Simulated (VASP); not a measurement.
# Be (I4/mmm) in VASP: relaxation of shape and atoms at fixed volume with PBE

Aim: the relaxation of shape and atoms at fixed volume of Be with PBE.

All numbers are computed with VASP 6.6.1; they aren't measurements. Logs are shortened: lines on timing, memory, paths and dates and some standing lists are left out, and cuts for length are marked.

### 1 The cell of the first run

The typed cell holds 1 atom: a = 2.187 Å, b = 2.187 Å, c = 2.187 Å, α = 119.98°, β = 119.98°, γ = 90.04°.

This isn't the form of Be at room conditions, which is hcp.

### 2 Relaxation of shape and atoms at fixed volume, PBE (7.40 Å³/atom)

INCAR reads:

```
ALGO = Fast
EDIFF = 1E-7
EDIFFG = -0.01
ENCUT = 600
GGA = PE
IBRION = 2
ISIF = 4
ISMEAR = 0
LASPH = T
LCHARG = F
LREAL = F
LWAVE = F
NELM = 60
NSW = 50
PREC = Accurate
SIGMA = 0.1
```

KPOINTS reads:

```
k-points
0
Gamma
  34 34 34
```

POSCAR reads:

```
Be
1.0
   -1.0937618757      1.0937618757      1.5458160393
    1.0937618757     -1.0937618757      1.5458160393
    1.0937618757      1.0937618757     -1.5458160393
Be
1
Direct
    0.5000000000      0.5000000000      0.0000000000
```

Potentials or basis: VASP PAW PBE potentials, release 64 (Be).

Run with:

```console
$ cat potpaw_PBE.64/Be/POTCAR > POTCAR
$ mpirun -np 1 vasp_std > vasp.out
```

OUTCAR:

```text
EDIFF = 1E-7
   EDIFFG = -0.01
   ENCUT = 600
   GGA = PE
   IBRION = 2
   ISIF = 4
   ISMEAR = 0
   LASPH = T
   LREAL = F
   NELM = 60
   NSW = 50
   PREC = Accurate

 ion  position               nearest neighbor table
   1  0.500  0.500  0.000-

  LATTYP: Found a body centered tetragonal cell.
 ALAT       =     2.1875237514
 C/A-ratio  =     1.4133021763

  Lattice vectors:

 A1 = (  -1.0937618757,   1.0937618757,   1.5458160393)
 A2 = (   1.0937618757,  -1.0937618757,   1.5458160393)
 A3 = (   1.0937618757,   1.0937618757,  -1.5458160393)

Analysis of symmetry for initial positions (statically):
=====================================================================
 Subroutine PRICEL returns:
 Original cell was already a primitive cell.

 Routine SETGRP: Setting up the symmetry group for a
 body centered tetragonal supercell.

 Subroutine GETGRP returns: Found 16 space group operations
 (whereof 16 operations were pure point group operations)
 out of a pool of 16 trial point group operations.

The static configuration has the point symmetry D_4h.

Analysis of symmetry for dynamics (positions and initial velocities):
=====================================================================
 Subroutine PRICEL returns:
 Original cell was already a primitive cell.

 Routine SETGRP: Setting up the symmetry group for a
 body centered tetragonal supercell.

 Subroutine GETGRP returns: Found 16 space group operations
 (whereof 16 operations were pure point group operations)
 out of a pool of 16 trial point group operations.

The dynamic configuration has the point symmetry D_4h.

 Subroutine INISYM returns: Found 16 space group operations
 (whereof 16 operations are pure point group operations),
 and found     1 'primitive' translations

----------------------------------------------------------------------------------------

                                     Primitive cell

  volume of cell :       7.3971

  direct lattice vectors                    reciprocal lattice vectors
    -1.093761876  1.093761876  1.545816039     0.000000000  0.457137894  0.323453753
     1.093761876 -1.093761876  1.545816039     0.457137894  0.000000000  0.323453753
     1.093761876  1.093761876 -1.545816039     0.457137894  0.457137894  0.000000000

  length of vectors
     2.186818993  2.186818993  2.186818993     0.559997665  0.559997665  0.646490609

  position of ions in fractional coordinates (direct lattice)
     0.500000000  0.500000000  0.000000000

  ion indices of the primitive-cell ions
   primitive index   ion index
                 1           1

----------------------------------------------------------------------------------------

 KPOINTS: k-points

Automatic generation of k-mesh.
 Grid dimensions read from file:
 generate k-points for:   34   34   34

 Generating k-lattice:

  Cartesian coordinates                     Fractional coordinates (reciprocal lattice)
     0.000000000  0.013445232  0.009513346     0.029411765  0.000000000  0.000000000
     0.013445232  0.000000000  0.009513346     0.000000000  0.029411765  0.000000000
     0.013445232  0.013445232  0.000000000     0.000000000  0.000000000  0.029411765

  Length of vectors
     0.016470520  0.016470520  0.019014430

  Shift w.r.t. Gamma in fractional coordinates (k-lattice)
     0.000000000  0.000000000  0.000000000

 Subroutine IBZKPT returns following result:
 ===========================================

 Found   2844 irreducible k-points:

 Following reciprocal coordinates:
            Coordinates               Weight
  0.000000  0.000000  0.000000      1.000000
  0.029412  0.000000 -0.000000      8.000000
  0.058824  0.000000 -0.000000      8.000000
  0.088235  0.000000  0.000000      8.000000
  0.117647  0.000000 -0.000000      8.000000
  0.147059  0.000000  0.000000      8.000000
  0.176471  0.000000 -0.000000      8.000000
  0.205882  0.000000 -0.000000      8.000000
  0.235294  0.000000 -0.000000      8.000000
  0.264706  0.000000 -0.000000      8.000000
  0.294118  0.000000  0.000000      8.000000
  0.323529  0.000000  0.000000      8.000000
  0.352941  0.000000 -0.000000      8.000000
  0.382353  0.000000 -0.000000      8.000000
  0.411765  0.000000 -0.000000      8.000000
  0.441176  0.000000 -0.000000      8.000000
  0.470588  0.000000 -0.000000      8.000000
  0.500000  0.000000 -0.000000      4.000000
  0.029412  0.029412 -0.000000      8.000000
  0.058824  0.029412 -0.000000     16.000000
  0.088235  0.029412 -0.000000     16.000000
  0.117647  0.029412 -0.000000     16.000000
  0.147059  0.029412  0.000000     16.000000
  0.176471  0.029412  0.000000     16.000000
 [... further k-points ...]
   k-points           NKPTS =   2844   k-points in BZ     NKDIM =   2844   number of bands    NBANDS=      5
   number of dos      NEDOS =    301   number of ions     NIONS =      1
   total plane-waves  NPLWV =   5832
   dimension x,y,z NGX =    18 NGY =   18 NGZ =   18
   dimension x,y,z NGXF=    36 NGYF=   36 NGZF=   36
   ions per type =               1
   NGX,Y,Z   is equivalent  to a cutoff of  13.68, 13.68, 13.68 a.u.
   NGXF,Y,Z  is equivalent  to a cutoff of  27.37, 27.37, 27.37 a.u.
 SYSTEM =  unknown system
   PREC   = accura    normal or accurate (medium, high low for compatibility)
   ISTART =      0    job   : 0-new  1-cont  2-samecut
   ICHARG =      2    charge: 1-file 2-atom 10-const
   ISPIN  =      1    spin polarized calculation?
   LNONCOLLINEAR =      F non collinear calculations
   LSORBIT =      F    spin-orbit coupling
   LASPH  =      T    aspherical Exc in radial PAW
   ENCUT  =  600.0 eV  44.10 Ry    6.64 a.u.   4.37  4.37  4.37*2*pi/ulx,y,z
   NELM   =     60;   NELMIN=  2; NELMDL= -5     # of ELM steps
   EDIFF  = 0.1E-06   stopping-criterion for ELM
   LREAL  =      F    real-space projection
   EDIFFG = -.1E-01   stopping-criterion for IOM
   NSW    =     50    number of steps for IOM
   IBRION =      2    ionic relax: 0-MD 1-quasi-New 2-CG
   NFREE  =      1    steps in history (QN), initial steepest desc. (CG)
   ISIF   =      4    stress and relaxation
   ISYM   =      2    0-nonsym 1-usesym 2-fastsym
   POTIM  = 0.5000    time-step for ionic-motion
   TEBEG  =    0.0;   TEEND  =   0.0 temperature during run
   PSTRESS=    0.0 pullay stress
   NELECT =       2.0000    total number of electrons
   NUPDOWN=      -1.0000    fix difference up-down
   EMIN   =  10.00;   EMAX   =-10.00  energy-range for DOS
   EFERMI =   0.00;   METHOD = LEGACY
   ISMEAR =     0;   SIGMA  =   0.10  broadening in eV -4-tet -1-fermi 0-gaus
   EFERMI_NEDOS =   21; number of points for ismear=-14 and -15
   IALGO  =     68    algorithm
   IMIX   =      4    mixing-type and parameters
     AMIX     =   0.40;   BMIX     =  1.00
     AMIX_MAG =   1.60;   BMIX_MAG =  1.00
  volume/ion in A,a.u.               =       7.40        49.92
  Fermi-wavevector in a.u.,A,eV,Ry     =   1.058596  2.000457 15.247044  1.120626
  Thomas-Fermi vector in A             =   2.193911
   LORBIT       =      0    0 simple, 1 ext, 2 COOP (PROOUT), +10 PAW based schemes
   GGA     = PE    functional components
   LHFCALC =     F    Hartree Fock is set to
   AEXX    =    0.0000 exact exchange contribution
   IVDW    =     0    specifies the selected vdW correction
   LEPSILON=     F    determine dielectric tensor
   LRPA    =     F    only Hartree local field effects (RPA)
 conjugate gradient relaxation of ions
 non-spin polarized calculation
 RMM-DIIS sequential band-by-band and
 Gauss-broadening in eV      SIGMA  =   0.10
  energy-cutoff  :      600.00
  volume of cell :        7.40
 maximum number of plane-waves:       263
 NGX is ok and might be reduce to    18
   NGX =  9   NGY =  9   NGZ =  9

 number of electron       2.0000000 magnetization

 Free energy of the ion-electron system (eV)
  ---------------------------------------------------
  ext. energy  EPLUGINS =         0.00000000
  ---------------------------------------------------
  free energy    TOTEN  =        -3.67401984 eV

  energy without entropy =       -3.67367346  energy(sigma->0) =       -3.67384665

 E-fermi :   8.1607     XC(G=0): -10.8309

 val. band max:        8.1540078746   @ k =  -0.4706  -0.4706   0.2353
 cond. band min:       8.2509024853   @ k =  -0.3824  -0.4118   0.0882
 fundamental gap:      0.0968946107
 Fermi energy:         8.1607292436

 k-point     1 :       0.0000    0.0000    0.0000
  band No.  band energies     occupation
      1      -4.1402      2.00000
      2      28.5407      0.00000
      3      28.5416      0.00000
      4      28.5416      0.00000
      5      38.3838      0.00000

 k-point     2 :       0.0294    0.0000   -0.0000
  band No.  band energies     occupation
      1      -4.1109      2.00000
      2      28.2896      0.00000
      3      28.4864      0.00000
      4      28.4867      0.00000
      5      37.8427      0.00000

 k-point     3 :       0.0588    0.0000   -0.0000
  band No.  band energies     occupation
      1      -4.0229      2.00000
      2      27.5592      0.00000
      3      28.3307      0.00000
      4      28.3313      0.00000
      5      37.1148      0.00000

 k-point     4 :       0.0882    0.0000    0.0000
  band No.  band energies     occupation
      1      -3.8762      2.00000
      2      26.4321      0.00000
      3      28.0959      0.00000
      4      28.0978      0.00000
      5      36.6794      0.00000

 k-point     5 :       0.1176    0.0000   -0.0000
  band No.  band energies     occupation
      1      -3.6709      2.00000
      2      25.0306      0.00000
      3      27.8097      0.00000
      4      27.8131      0.00000
      5      36.5406      0.00000

 k-point     6 :       0.1471    0.0000    0.0000
  band No.  band energies     occupation
      1      -3.4071      2.00000
      2      23.4710      0.00000
      3      27.4980      0.00000
      4      27.5031      0.00000
      5      36.6308      0.00000

 k-point     7 :       0.1765    0.0000   -0.0000
  band No.  band energies     occupation
      1      -3.0848      2.00000
      2      21.8380      0.00000
      3      27.1817      0.00000
      4      27.1886      0.00000
      5      36.8854      0.00000

 k-point     8 :       0.2059    0.0000   -0.0000
  band No.  band energies     occupation
      1      -2.7046      2.00000
      2      20.1863      0.00000
      3      26.8763      0.00000
      4      26.8850      0.00000
      5      37.2508      0.00000

 k-point     9 :       0.2353    0.0000   -0.0000
  band No.  band energies     occupation
      1      -2.2673      2.00000
      2      18.5511      0.00000
      3      26.5924      0.00000
      4      26.6027      0.00000
      5      37.6715      0.00000

 k-point    10 :       0.2647    0.0000   -0.0000
  band No.  band energies     occupation
      1      -1.7746      2.00000
      2      16.9558      0.00000
      3      26.3367      0.00000
      4      26.3487      0.00000
      5      38.0632      0.00000

 k-point    11 :       0.2941    0.0000    0.0000
  band No.  band energies     occupation
      1      -1.2290      2.00000
      2      15.4173      0.00000
      3      26.1131      0.00000
      4      26.1266      0.00000
      5      38.0823      0.00000

 k-point    12 :       0.3235    0.0000    0.0000
  band No.  band energies     occupation
      1      -0.6354      2.00000
      2      13.9500      0.00000
      3      25.9233      0.00000
      4      25.9383      0.00000
      5      37.4090      0.00000

 k-point    13 :       0.3529    0.0000   -0.0000
  band No.  band energies     occupation
      1      -0.0018      2.00000
      2      12.5687      0.00000
      3      25.7672      0.00000
      4      25.7835      0.00000
      5      36.8328      0.00000

 k-point    14 :       0.3824    0.0000   -0.0000
  band No.  band energies     occupation
      1       0.6569      2.00000
      2      11.2930      0.00000
      3      25.6438      0.00000
      4      25.6612      0.00000
      5      36.3034      0.00000

 k-point    15 :       0.4118    0.0000   -0.0000
  band No.  band energies     occupation
      1       1.3131      2.00000
      2      10.1538      0.00000
      3      25.5510      0.00000
      4      25.5693      0.00000
      5      35.9074      0.00000

 k-point    16 :       0.4412    0.0000   -0.0000
  band No.  band energies     occupation
      1       1.9147      2.00000
      2       9.2056      0.00000
      3      25.4868      0.00000
      4      25.5058      0.00000
      5      35.6120      0.00000

 k-point    17 :       0.4706    0.0000   -0.0000
  band No.  band energies     occupation
      1       2.3676      2.00000
      2       8.5442      0.00000
      3      25.4491      0.00000
      4      25.4686      0.00000
      5      35.4361      0.00000

 k-point    18 :       0.5000    0.0000   -0.0000
  band No.  band energies     occupation
      1       2.5425      2.00000
      2       8.2998      0.04920
      3      25.4367      0.00000
      4      25.4564      0.00000
      5      35.3893      0.00000

 k-point    19 :       0.0294    0.0294   -0.0000
  band No.  band energies     occupation
      1      -4.0620      2.00000
      2      28.0541      0.00000
      3      28.0670      0.00000
      4      28.5623      0.00000
      5      37.2279      0.00000

 k-point    20 :       0.0588    0.0294   -0.0000
  band No.  band energies     occupation
      1      -3.9544      2.00000
      2      27.1942      0.00000
      3      27.7530      0.00000
      4      28.5273      0.00000
      5      36.6579      0.00000

 k-point    21 :       0.0882    0.0294   -0.0000
  band No.  band energies     occupation
      1      -3.7881      2.00000
      2      25.9724      0.00000
      3      27.4043      0.00000
      4      28.3935      0.00000
      5      36.3746      0.00000

 k-point    22 :       0.1176    0.0294   -0.0000
  band No.  band energies     occupation
      1      -3.5632      2.00000
      2      24.5154      0.00000
      3      27.0426      0.00000
      4      28.1843      0.00000
      5      36.3528      0.00000

 k-point    23 :       0.1471    0.0294    0.0000
  band No.  band energies     occupation
      1      -3.2797      2.00000
      2      22.9299      0.00000
      3      26.6881      0.00000
      4      27.9258      0.00000
      5      36.5250      0.00000

 k-point    24 :       0.1765    0.0294    0.0000
  band No.  band energies     occupation
      1      -2.9379      2.00000
      2      21.2902      0.00000
      3      26.3554      0.00000
      4      27.6413      0.00000
      5      36.8271      0.00000

 [... further k-points ...]
[... 5 lines left out ...]
  --------------------------------------------------------------------------------------
  -------------------------------------------------------------------------------------
  Total        0.3890288      0.3890288      0.3922960      0.0000000      0.0000000      0.0000000
  in kB       84.2614610     84.2614610     84.9691114      0.0000000      0.0000000      0.0000000
  external PRESSURE =      84.4973444 kB  Pullay stress =       0.0000000 kB

 VOLUME and BASIS-vectors are now :
 -----------------------------------------------------------------------------
  energy-cutoff  :      600.00
  volume of cell :        7.40
      direct lattice vectors                 reciprocal lattice vectors
    -1.093761876  1.093761876  1.545816039     0.000000000  0.457137894  0.323453753
     1.093761876 -1.093761876  1.545816039     0.457137894  0.000000000  0.323453753
     1.093761876  1.093761876 -1.545816039     0.457137894  0.457137894  0.000000000

 POSITION                                       TOTAL-FORCE (eV/Angst)
 -----------------------------------------------------------------------------------
      0.00000      0.00000      1.54582        -0.000000      0.000000      0.000000
 -----------------------------------------------------------------------------------
    total drift:                               -0.000000     -0.000000      0.000000

  FREE ENERGIE OF THE ION-ELECTRON SYSTEM (eV)
  ---------------------------------------------------
  free  energy   TOTEN  =        -3.6740198396 eV

  energy  without entropy=       -3.6736734609  energy(sigma->0) =       -3.67384665

 reached required accuracy - stopping structural energy minimisation
```

Run time: 41 s. Hardware: 1 thread of Intel Xeon 6975P-C (Granite Rapids), shared host; peak memory 0.25 GiB.

Results:

* Free energy: -3.6740 eV
* Pressure after relaxing: 8.4 GPa
* Band gap on the k mesh: zero (bands 1 and 2 overlap by 0.88 eV)

Final structure:
```xyz
1
Lattice="-1.0938 1.0938 1.5458 1.0938 -1.0938 1.5458 1.0938 1.0938 -1.5458" Properties=species:S:1:pos:R:3 pbc="T T T"
Be    0.0000    0.0000    1.5458
```

The gap in the log of VASP goes by the Fermi energy; the results here count the filled bands.